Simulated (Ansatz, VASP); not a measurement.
## Two plane-wave programs on Al2Au

```
Al Au
1.0
     0.00000    2.97779    2.97779
     2.97779    0.00000    2.97779
     2.97779    2.97779    0.00000
Al Au
2 1
Direct
  0.25000 0.25000 0.25000
  0.75000 0.75000 0.75000
  0.00000 0.00000 0.00000
```

Alike in both runs: functional LDA; k mesh 12 × 12 × 12; occupations gaussian, width 0.1 eV; no spin polarisation.

Ansatz relaxed the structure, and its values are those at the end. VASP's run is a single point on that final structure, the one shown.

|  | VASP | Ansatz |
| --- | --- | --- |
| version | VASP 6.6.1 | Ansatz 0.2.0 |
| potentials or method | VASP PAW LDA potentials, release 64 (Al, Au), cutoff 520 eV | scalar-relativistic, plane waves, PAW |
| valence electrons in the cell | 17 | 25 |

```tsv
	VASP	Ansatz	Ansatz less VASP
gap on the k mesh at the Fermi level (eV)	none	none	-
pressure (GPa)	0.3	0.0	-0.25
```

Ansatz warns that its potentials were made for another functional, while VASP's fit it. LDA's correlation is that of Perdew and Zunger in VASP and of Perdew and Wang (1992) in Ansatz. A gap of «none» marks a metal or a gap that the smearing closes. VASP's potentials hold 17 valence electrons a cell and Ansatz's 25, so a difference there can come from the potentials and not from the codes.

Spin-orbit coupling is off throughout.
